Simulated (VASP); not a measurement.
BN: relaxation of shape and atoms at fixed volume with r2SCAN

BN:

```
B N
1.0
     2.56916    0.00000    0.00000
    -1.28458    2.22495    0.00000
     0.00000    0.00000    4.24941
B N
2 2
Cartesian
  1.2846 0.7417 4.2486
  0.0000 1.4833 2.1239
  1.2846 0.7417 2.6567
  0.0000 1.4833 0.5320
```

```json
{
 "Program": "VASP 6.6.1",
 "Task": "relaxation of shape and atoms at fixed volume",
 "Functional": "r2SCAN",
 "Potentials or basis": "VASP PAW PBE potentials, release 64 (B, N)",
 "Cutoff": "600 eV",
 "k mesh": "12 × 12 × 6",
 "Occupations": "gaussian, width 0.02 eV",
 "Spin": "no spin polarisation",
 "Dipole correction": "no",
 "Further INCAR settings": "ALGO = Normal; EDIFF = 1e-07; IBRION = 2; EDIFFG = -0.01; NSW = 50; ISIF = 4"
}
```

| Item | Value |
| --- | --- |
| Energy gained by relaxing | 0.0 meV/atom |
| Ionic steps | 3 |
| Pressure after relaxing | -9.9 GPa |
| Band gap on the k mesh | 5.77 eV (least direct gap 8.84 eV) |

Final structure:
```cif
data_structure
_symmetry_space_group_name_H-M 'P 1'
_symmetry_Int_Tables_number 1
_cell_length_a 2.5692
_cell_length_b 2.5692
_cell_length_c 4.2491
_cell_angle_alpha 90.000
_cell_angle_beta 90.000
_cell_angle_gamma 120.000
_cell_volume 24.29
loop_
_atom_site_label
_atom_site_type_symbol
_atom_site_fract_x
_atom_site_fract_y
_atom_site_fract_z
_atom_site_occupancy
B1 B 0.66667 0.33333 0.99990 1
B2 B 0.33333 0.66667 0.49990 1
N1 N 0.66667 0.33333 0.62510 1
N2 N 0.33333 0.66667 0.12510 1
```

Levels at points of the mesh, in eV from the valence-band top:
```
           k point  band 6  band 7  band 8  band 9  band 10  band 11
(0.00, 0.00, 0.00)   -0.25    0.00    0.00    8.96     8.96     9.13
(0.50, 0.00, 0.00)   -5.04   -4.38   -2.14    7.18     8.51    11.23
(0.00, 0.00, 0.50)   -1.18   -1.18   -1.18    9.96     9.96    10.53
(0.50, 0.00, 0.50)   -3.81   -3.62   -3.62    7.08     7.08    10.51
```

Wall time 2 min on 1 thread of Intel(R) Xeon(R) Platinum 8488C (Sapphire Rapids) (shared host), peak memory 0.17 GiB.

Caveat: the PAW data sets were made with another functional, which shifts forces and pressure a little. A k mesh can miss the band edges.
